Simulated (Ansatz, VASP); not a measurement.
## One calculation of HgTe, two programs

```
CELL_PARAMETERS angstrom
0.00000 3.23421 3.23421
3.23421 0.00000 3.23421
3.23421 3.23421 0.00000
ATOMIC_POSITIONS crystal
Hg 0.00000 0.00000 0.00000
Te 0.75000 0.75000 0.75000
```

Change from the starting cell: volume scaled by 1.01, crystal datasets.

Alike in both runs: task electric field gradients; functional PBE; k mesh 11 × 11 × 11; occupations fermi-dirac, width 0.03 eV; no spin polarisation.

```csv
,VASP,Ansatz
version,VASP 6.6.1,Ansatz 0.2.0
potentials or method,"VASP PAW PBE potentials, release 64 (Hg, Te), cutoff 520 eV","all-electron PAW with datasets made for the crystal, scalar-relativistic"
```

Ansatz gave:

```
pressure (GPa) : 3.5
```

Q: Which values does VASP return?

A: Pressure (GPa): 3.6.

Ansatz ran all-electron here, and VASP with PAW potentials.

Neither program's run includes spin-orbit coupling.
